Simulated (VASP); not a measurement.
A run of VASP 6.6.1:

Contents of INCAR:

```
SYSTEM = BeTe
PREC     = Accurate       ! precision mode
ENCUT    = 520            ! plane-wave cutoff, eV
EDIFF    = 1E-6           ! SCF threshold, eV
ISMEAR   = 0              ! smearing method
SIGMA    = 0.1            ! smearing width, eV
LREAL    = .FALSE.        ! projectors in reciprocal space
LASPH    = .TRUE.         ! aspherical terms in the spheres
NELM     = 100            ! most SCF steps
ALGO     = Normal         ! electronic algorithm
ISIF     = 2              ! what is computed and relaxed
LWAVE    = .FALSE.        ! write WAVECAR
LCHARG   = .FALSE.        ! write CHGCAR
GGA      = PE             ! functional
NBANDS   = 11             ! bands
```

KPOINTS

```
Automatic mesh
0
G
  18 18 18
  0 0 0
```

File POSCAR:

```
BeTe
1.0
    0.0000000000      2.6803076698      2.6803076698
    2.6803076698      0.0000000000      2.6803076698
    2.6803076698      2.6803076698      0.0000000000
Be Te
1 1
Direct
    0.5000000000      0.5000000000      0.5000000000
    0.0000000000      0.0000000000      0.0000000000
```

Potentials or basis: VASP PAW PBE potentials, release 64 (Be, Te).

Launch:

```sh
$ cat potpaw_PBE.64/Be/POTCAR potpaw_PBE.64/Te/POTCAR > POTCAR
$ mpirun -np 1 vasp_std > vasp.out
```

Hardware: 1 thread of Intel(R) Xeon(R) 6975P-C (Granite Rapids), on a shared host.

Estimate the wall time of this run.

It took 20 s on 1 thread of Intel(R) Xeon(R) 6975P-C (Granite Rapids), with other jobs on the host, peak memory 0.22 GiB. Counts: scf iterations 10, k points 195.
